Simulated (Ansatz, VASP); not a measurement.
**Two plane-wave programs on Nb**

File POSCAR:

```
Nb
1.0
   -1.6500000000      1.6500000000      1.6500000000
    1.6500000000     -1.6500000000      1.6500000000
    1.6500000000      1.6500000000     -1.6500000000
Nb
1
Direct
    0.0000000000      0.0000000000      0.0000000000
```

The input INCAR.step1:

```
SYSTEM = Nb
PREC = Accurate ; ENCUT = 600
ISMEAR = 1 ; SIGMA = 0.1
LREAL = .False. ; LASPH = .True.
NELM = 80 ; GGA = PE
ALGO = Normal ; EDIFF = 1E-4
LWAVE = .True. ; LCHARG = .False.
```

File INCAR.step2:

```
SYSTEM = Nb
PREC = Accurate ; ENCUT = 600
EDIFF = 1E-7 ; ISMEAR = 1
SIGMA = 0.1 ; LREAL = .False.
LASPH = .True. ; NELM = 80
ALGO = Normal ; ISIF = 3
LWAVE = .False. ; LCHARG = .False.
METAGGA = R2SCAN ; LMIXTAU = .True.
IBRION = 2 ; NSW = 60
EDIFFG = -0.005 ; ISTART = 1
```

The input KPOINTS:

```
regular mesh
0
Gamma
  23 23 23
  0 0 0
```

Input for Ansatz:

```yaml
crystal:
  lattice:
    - [-1.65, 1.65, 1.65]
    - [1.65, -1.65, 1.65]
    - [1.65, 1.65, -1.65]
  atoms:
    - { symbol: Nb, position: [0.0, 0.0, 0.0] }
kpoints:
  mp_grid: { grid: [23, 23, 23] }
scf:
  occupations: { method: cold, width: 0.1 }
hamiltonian:
  xc: r2scan
  pseudopotentials: { kind: paw }
output:
  forces: true
  stress: true
  populations: false
relax:
  f_tol: 0.005
  max_steps: 40
  cell: {}
```

Alike in both runs: task relaxation of cell and atoms; functional r2SCAN; k mesh 23 × 23 × 23; no spin polarisation.

|  | VASP | Ansatz |
| --- | --- | --- |
| version | VASP 6.6.1 | Ansatz 0.2.0 |
| potentials or method | VASP PAW PBE potentials, release 64 (Nb_sv) | plane-wave PAW, scalar-relativistic |
| plane-wave cutoff (eV) | 600 | 500 |
| occupations | methfessel-paxton of order 1, width 0.1 eV | cold, width 0.1 eV |
| valence electrons in the cell | 13 | 13 |

```csv
,VASP,Ansatz,Ansatz less VASP
relaxed volume (Å³/atom),17.98,18.00,+0.018
relaxed cell length with the largest relative difference (Å),2.859,2.860,+0.0010
```

VASP's potentials were made for PBE, not for r2SCAN.
